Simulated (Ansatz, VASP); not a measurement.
TiTe2: VASP beside Ansatz

```
Ti Te
1.0
     4.84706    0.00000    0.00000
     0.00000    4.84706    0.00000
     0.00000    0.00000    7.02862
Ti Te
2 4
Direct
  0.00000 0.00000 0.00000
  0.50000 0.50000 0.50000
  0.00000 0.50000 0.30156
  0.00000 0.50000 0.80156
  0.50000 0.00000 0.69844
  0.50000 0.00000 0.19844
```

Alike in both runs: functional r2SCAN; k mesh 8 × 8 × 6; occupations gaussian, width 0.1 eV; no spin polarisation.

Ansatz relaxed the structure, and its values are those at the end. VASP's run is a single point on that final structure, the one shown.

|  | VASP | Ansatz |
| --- | --- | --- |
| version | VASP 6.6.1 | Ansatz 0.2.0 |
| potentials or method | VASP PAW PBE potentials, release 64 (Ti_sv, Te), cutoff 520 eV | scalar-relativistic, plane waves, PAW |
| valence electrons in the cell | 48 | 88 |

|  | VASP | Ansatz | Ansatz less VASP |
| --- | --- | --- | --- |
| gap on the k mesh at the Fermi level (eV) | none | none | - |
| pressure (GPa) | 0.1 | 0.0 | -0.07 |
| rms of the force components (eV/Å) | 0.007 | 0.001 | -0.0063 |

VASP's potentials were made for PBE, not for r2SCAN. A gap of «none» marks a metal or a gap that the smearing closes. The functional is the same, so the differences come from potentials, cutoffs and numerics. VASP's potentials hold 48 valence electrons a cell and Ansatz's 88, so a difference there can come from the potentials and not from the codes.

Spin-orbit coupling is off throughout.
